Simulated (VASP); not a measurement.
Wanted: the native input for a VASP 6.6.1 run.

| Item | Value |
| --- | --- |
| Task | relaxation of cell and atoms |
| Functional | r2SCAN |
| Potentials or basis | VASP PAW PBE potentials, release 64 (Sb, Pt) |
| Cutoff | 600 eV |
| k mesh | 6 × 6 × 6 |
| Occupations | gaussian, width 0.1 eV |
| Spin | no spin polarisation |
| Dipole correction | no |
| Further INCAR settings | ALGO = Normal; EDIFF = 1e-06; IBRION = 2; EDIFFG = -0.04; NSW = 90; ISIF = 3 |

Crystal: Sb2Pt.

```
Sb Pt
1.0
     0.00000    3.20967    3.20967
     3.20967    0.00000    3.20967
     3.20967    3.20967    0.00000
Sb Pt
2 1
Direct
  0.25000 0.25000 0.25000
  0.75000 0.75000 0.75000
  0.00000 0.00000 0.00000
```

These files were run (other wordings do the same):

POSCAR

```
Sb2Pt
1.0
    0.0000000000      3.2096699065      3.2096699065
    3.2096699065      0.0000000000      3.2096699065
    3.2096699065      3.2096699065      0.0000000000
Sb Pt
2 1
Direct
    0.2500000000      0.2500000000      0.2500000000
    0.7500000000      0.7500000000      0.7500000000
    0.0000000000      0.0000000000      0.0000000000
```

INCAR.step1

```
SYSTEM = Sb2Pt
PREC     = Accurate       ! precision mode
ENCUT    = 600            ! plane-wave cutoff, eV
ISMEAR   = 0              ! smearing method
SIGMA    = 0.1            ! smearing width, eV
LREAL    = .FALSE.        ! projectors in reciprocal space
LASPH    = .TRUE.         ! aspherical terms in the spheres
NELM     = 80             ! most SCF steps
GGA      = PE             ! functional
ALGO     = Normal         ! electronic algorithm
EDIFF    = 1E-4           ! SCF threshold, eV
LWAVE    = .TRUE.         ! write WAVECAR
LCHARG   = .FALSE.        ! write CHGCAR
```

INCAR.step2

```
SYSTEM = Sb2Pt
PREC     = Accurate       ! precision mode
ENCUT    = 600            ! plane-wave cutoff, eV
EDIFF    = 1E-6           ! SCF threshold, eV
ISMEAR   = 0              ! smearing method
SIGMA    = 0.1            ! smearing width, eV
LREAL    = .FALSE.        ! projectors in reciprocal space
LASPH    = .TRUE.         ! aspherical terms in the spheres
NELM     = 80             ! most SCF steps
ALGO     = Normal         ! electronic algorithm
ISIF     = 3              ! what is computed and relaxed
LWAVE    = .FALSE.        ! write WAVECAR
LCHARG   = .FALSE.        ! write CHGCAR
METAGGA  = R2SCAN         ! meta-GGA
LMIXTAU  = .TRUE.       
IBRION   = 2              ! ionic algorithm
NSW      = 90             ! ionic steps
EDIFFG   = -0.04          ! ionic threshold
ISTART   = 1
```

KPOINTS

```
regular mesh
0
G
  6 6 6
  0 0 0
```

Potentials or basis: VASP PAW PBE potentials, release 64 (Sb, Pt).

Command:

```console
$ cat potpaw_PBE.64/Sb/POTCAR potpaw_PBE.64/Pt/POTCAR > POTCAR
$ cp INCAR.step1 INCAR
$ mpirun -np 1 vasp_std > vasp.out
$ cp INCAR.step2 INCAR
$ mpirun -np 1 vasp_std > vasp.out
```

Results of the run:

* Relaxed volume: 23.91 Å³/atom
* Relaxed cell: a = 4.664 Å, b = 4.664 Å, c = 4.664 Å, α = 60.00°, β = 60.00°, γ = 60.00°
* Space group after relaxing (to 0.1 Å): Fm-3m (No. 225)
* Energy gained by relaxing: 56.7 meV/atom
* Ionic steps: 4
* Pressure after relaxing: 0.0 GPa
* Band gap on the k mesh: zero (bands 10 and 11 overlap by 1.92 eV)

Caveat: the PAW data sets were made with another functional, which shifts forces and pressure a little; spin-orbit coupling is left out, which moves the levels of the heavy elements.

It took 7.9 min on 1 thread of Intel Xeon 8259CL, on a shared host, peak memory 0.24 GiB.
